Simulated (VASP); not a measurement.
# Sn (C2/c) in VASP: single point with revPBE

Aim: the single point of Sn with revPBE.

Program: VASP 6.6.1. These are calculated values, not measurements. Logs are shortened: lines on timing, memory, paths and dates and some standing lists are left out, and cuts for length are marked.

## Step 1: The cell of the first run

It takes space group C2/c (No. 15, monoclinic). The conventional cell has a = 3.231 Å, b = 8.482 Å, c = 4.536 Å, α = 90.00°, β = 110.75°, γ = 90.00°. Within 4.1 Å of Sn (site symmetry 2) lie 10 Sn at 3.11 to 3.86 Å.

## Step 2: Single point, revPBE

File INCAR:

```
SYSTEM = Sn
PREC = Accurate
ENCUT = 520
EDIFF = 1E-6
ISMEAR = -1
SIGMA = 0.1
LREAL = .False.
LASPH = .True.
NELM = 100
ALGO = Normal
ISIF = 2
LWAVE = .False.
LCHARG = .False.
GGA = RE
NBANDS = 21
```

File KPOINTS:

```
regular mesh
0
Gamma
  6 6 4
  0 0 0
```

File POSCAR:

```
Sn
1.0
   -2.9977544528      2.9999753203      1.6154519504
    2.9999753203     -2.9977544528      1.6154519504
    2.9979667903      2.9979667903     -1.6113809792
Sn
2
Direct
    0.0000421259      0.9999578741      0.0000000000
    0.7499578741      0.2500421259      0.5000000000
```

Potentials or basis: VASP PAW PBE potentials, release 64 (Sn_d).

Launch:

```sh
> cat potpaw_PBE.64/Sn_d/POTCAR > POTCAR
> mpirun -np 1 vasp_std > vasp.out
```

OUTCAR:

```text
SYSTEM = Sn
   PREC = Accurate
   ENCUT = 520
   EDIFF = 1E-6
   ISMEAR = -1
   LREAL = .False.
   LASPH = .True.
   NELM = 100
   ISIF = 2
   GGA = RE

 ion  position               nearest neighbor table
   1  0.000  1.000  0.000-   2 3.11   2 3.11   2 3.11   2 3.11
   2  0.750  0.250  0.500-   1 3.11   1 3.11   1 3.11   1 3.11

  LATTYP: Found a base centered monoclinic cell.
 ALAT       =     3.2309054274
 B/A-ratio  =     2.6252921911
 C/A-ratio  =     1.4038337657
 COS(beta)  =    -0.3543609525

  Lattice vectors:

 A1 = (  -2.9977544528,   2.9999753203,   1.6154519504)
 A2 = (   2.9999753203,  -2.9977544528,   1.6154519504)
 A3 = (   2.9979667903,   2.9979667903,  -1.6113809792)

Analysis of symmetry for initial positions (statically):
=====================================================================
 Subroutine PRICEL returns:
 Original cell was already a primitive cell.

 Routine SETGRP: Setting up the symmetry group for a
 base centered monoclinic supercell.

 Subroutine GETGRP returns: Found  4 space group operations
 (whereof  2 operations were pure point group operations)
 out of a pool of  4 trial point group operations.

The static configuration has the point symmetry C_2 .
 The point group associated with its full space group is C_2h.

Analysis of symmetry for dynamics (positions and initial velocities):
=====================================================================
 Subroutine PRICEL returns:
 Original cell was already a primitive cell.

 Routine SETGRP: Setting up the symmetry group for a
 base centered monoclinic supercell.

 Subroutine GETGRP returns: Found  4 space group operations
 (whereof  2 operations were pure point group operations)
 out of a pool of  4 trial point group operations.

The dynamic configuration has the point symmetry C_2 .
 The point group associated with its full space group is C_2h.

 Subroutine INISYM returns: Found  4 space group operations
 (whereof  2 operations are pure point group operations),
 and found     1 'primitive' translations

----------------------------------------------------------------------------------------

                                     Primitive cell

  volume of cell :      58.1163

  direct lattice vectors                    reciprocal lattice vectors
[... 76 lines left out ...]
   NGXF,Y,Z  is equivalent  to a cutoff of  26.37, 26.37, 26.39 a.u.
 SYSTEM =  Sn
   PREC   = accura    normal or accurate (medium, high low for compatibility)
   ISTART =      0    job   : 0-new  1-cont  2-samecut
   ICHARG =      2    charge: 1-file 2-atom 10-const
   ISPIN  =      1    spin polarized calculation?
   LNONCOLLINEAR =      F non collinear calculations
   LSORBIT =      F    spin-orbit coupling
   LASPH  =      T    aspherical Exc in radial PAW
   ENCUT  =  520.0 eV  38.22 Ry    6.18 a.u.   8.44  8.44  8.43*2*pi/ulx,y,z
   NELM   =    100;   NELMIN=  2; NELMDL= -5     # of ELM steps
   EDIFF  = 0.1E-05   stopping-criterion for ELM
   LREAL  =      F    real-space projection
   EDIFFG = 0.1E-04   stopping-criterion for IOM
   NSW    =      0    number of steps for IOM
   IBRION =     -1    ionic relax: 0-MD 1-quasi-New 2-CG
   NFREE  =      0    steps in history (QN), initial steepest desc. (CG)
   ISIF   =      2    stress and relaxation
   ISYM   =      2    0-nonsym 1-usesym 2-fastsym
   POTIM  = 0.5000    time-step for ionic-motion
   TEBEG  =    0.0;   TEEND  =   0.0 temperature during run
   PSTRESS=    0.0 pullay stress
   NELECT =      28.0000    total number of electrons
   NUPDOWN=      -1.0000    fix difference up-down
   EMIN   =  10.00;   EMAX   =-10.00  energy-range for DOS
   EFERMI =   0.00;   METHOD = LEGACY
   ISMEAR =    -1;   SIGMA  =   0.10  broadening in eV -4-tet -1-fermi 0-gaus
   EFERMI_NEDOS =   21; number of points for ismear=-14 and -15
   IALGO  =     38    algorithm
   IMIX   =      4    mixing-type and parameters
     AMIX     =   0.40;   BMIX     =  1.00
     AMIX_MAG =   1.60;   BMIX_MAG =  1.00
  volume/ion in A,a.u.               =      29.06       196.09
  Fermi-wavevector in a.u.,A,eV,Ry     =   1.283398  2.425271 22.410307  1.647111
  Thomas-Fermi vector in A             =   2.415653
   LORBIT       =      0    0 simple, 1 ext, 2 COOP (PROOUT), +10 PAW based schemes
   GGA     = RE    functional components
   LHFCALC =     F    Hartree Fock is set to
   AEXX    =    0.0000 exact exchange contribution
   IVDW    =     0    specifies the selected vdW correction
   LEPSILON=     F    determine dielectric tensor
   LRPA    =     F    only Hartree local field effects (RPA)
 non-spin polarized calculation
  energy-cutoff  :      520.00
  volume of cell :       58.12
 maximum number of plane-waves:      1580
 NGX is ok and might be reduce to    36
   NGX = 17   NGY = 17   NGZ = 17

 number of electron      28.0000002 magnetization

 Free energy of the ion-electron system (eV)
  ---------------------------------------------------
  ext. energy  EPLUGINS =         0.00000000
  ---------------------------------------------------
  free energy    TOTEN  =        -7.03265224 eV

  energy without entropy =       -6.99943515  energy(sigma->0) =       -7.01604370

 E-fermi :   7.2909     XC(G=0):  -9.9269

 val. band max:        7.2400460046   @ k =   0.3333   0.1667   0.0000
 cond. band min:       7.3009697094   @ k =  -0.1667  -0.1667   0.2500
 fundamental gap:      0.0609237048
 Fermi energy:         7.2908915735

 k-point     1 :       0.0000    0.0000    0.0000
  band No.  band energies     occupation
      1     -14.3715      2.00000
      2     -14.3199      2.00000
      3     -14.2739      2.00000
      4     -14.2676      2.00000
      5     -14.1454      2.00000
      6     -14.1429      2.00000
[... 565 lines left out ...]
     20      17.5318      0.00000
     21      17.5850      0.00000

 [... further k-points ...]
[... 5 lines left out ...]
  --------------------------------------------------------------------------------------
  -------------------------------------------------------------------------------------
  Total        0.0479184      0.0479184     -0.2035938      0.0899717      0.1353778      0.1353778
  in kB        1.3210357      1.3210357     -5.6127660      2.4803811      3.7321559      3.7321566
  external PRESSURE =      -0.9902315 kB  Pullay stress =       0.0000000 kB

 VOLUME and BASIS-vectors are now :
 -----------------------------------------------------------------------------
  energy-cutoff  :      520.00
  volume of cell :       58.12
      direct lattice vectors                 reciprocal lattice vectors
    -2.997754453  2.999975320  1.615451950    -0.000215891  0.166513861  0.309396598
     2.999975320 -2.997754453  1.615451950     0.166513861 -0.000215891  0.309396598
     2.997966790  2.997966790 -1.611380979     0.166718103  0.166718103 -0.000229198

 POSITION                                       TOTAL-FORCE (eV/Angst)
 -----------------------------------------------------------------------------------
      2.99972     -2.99750      1.61545        -0.031267      0.031267      0.000000
      0.00091      2.99927      0.80976         0.031267     -0.031267     -0.000000
 -----------------------------------------------------------------------------------
    total drift:                               -0.000000      0.000000     -0.000000

  FREE ENERGIE OF THE ION-ELECTRON SYSTEM (eV)
  ---------------------------------------------------
  free  energy   TOTEN  =        -7.0326522410 eV

  energy  without entropy=       -6.9994351497  energy(sigma->0) =       -7.01604370
```

OSZICAR:

```text
N       E                     dE             d eps       ncg     rms          rms(c)
DAV:   1     0.222848027400E+03    0.22285E+03   -0.14373E+04  2033   0.202E+03
DAV:   2     0.161424670556E+02   -0.20671E+03   -0.20228E+03  1999   0.456E+02
DAV:   3    -0.629091738023E+01   -0.22433E+02   -0.22276E+02  2274   0.135E+02
DAV:   4    -0.700960418450E+01   -0.71869E+00   -0.71786E+00  2242   0.268E+01
DAV:   5    -0.703873455663E+01   -0.29130E-01   -0.29129E-01  2782   0.509E+00    0.214E+00
DAV:   6    -0.703196088456E+01    0.67737E-02   -0.26986E-02  2651   0.220E+00    0.122E+00
DAV:   7    -0.703247164107E+01   -0.51076E-03   -0.17621E-02  2665   0.179E+00    0.154E-01
DAV:   8    -0.703264410780E+01   -0.17247E-03   -0.19785E-03  2371   0.565E-01    0.404E-02
DAV:   9    -0.703265136662E+01   -0.72588E-05   -0.63241E-05  2667   0.717E-02    0.159E-02
DAV:  10    -0.703265183205E+01   -0.46543E-06   -0.10943E-05  2440   0.424E-02    0.153E-03
DAV:  11    -0.703265224104E+01   -0.40899E-06   -0.52318E-07  1352   0.105E-02
   1 F= -.70326522E+01 E0= -.70160437E+01  d E =-.332171E-01
```

Wall time 32 s (1 thread of AMD EPYC 9R45 (Zen 5), shared host); peak memory 0.19 GiB.

What came out:

* Free energy: -7.0327 eV
* Pressure: -0.1 GPa
* Largest force: 0.044 eV/Å
* Band gap on the k mesh: zero (band 14 reaches 8.52 eV, above the bottom of band 15 at 5.05 eV)

Forces in eV/Å, atoms in the order of the input:
```
Sn  -0.031  0.031  0.000
Sn   0.031 -0.031  0.000
```

Stress tensor (GPa, compression positive):
```
 0.13  0.25  0.37
 0.25  0.13  0.37
 0.37  0.37 -0.56
```

Levels at points of the mesh, in eV from the Fermi level:
```csv
k point,band 12,band 13,band 14,band 15,band 16,band 17
"(0.00, 0.00, 0.00)",-3.95,-1.89,-1.89,2.97,5.77,5.77
"(0.50, 0.00, 0.00)",-5.20,-2.39,-1.63,-1.02,2.27,2.66
"(0.50, 0.50, 0.00)",-8.59,0.50,0.51,1.33,1.33,5.84
"(0.00, 0.00, 0.50)",-8.60,0.51,0.51,1.33,1.33,5.86
"(0.50, 0.00, 0.50)",-5.20,-2.40,-1.64,-1.03,2.26,2.63
"(0.50, 0.50, 0.50)",-7.45,-4.49,-4.49,4.97,4.97,8.58
```

Caveat: the k points lie up to 0.37 Å⁻¹ apart; the PAW data sets were made with another functional, which shifts forces and pressure a little; spin-orbit coupling is left out, which moves the levels of the heavy elements.
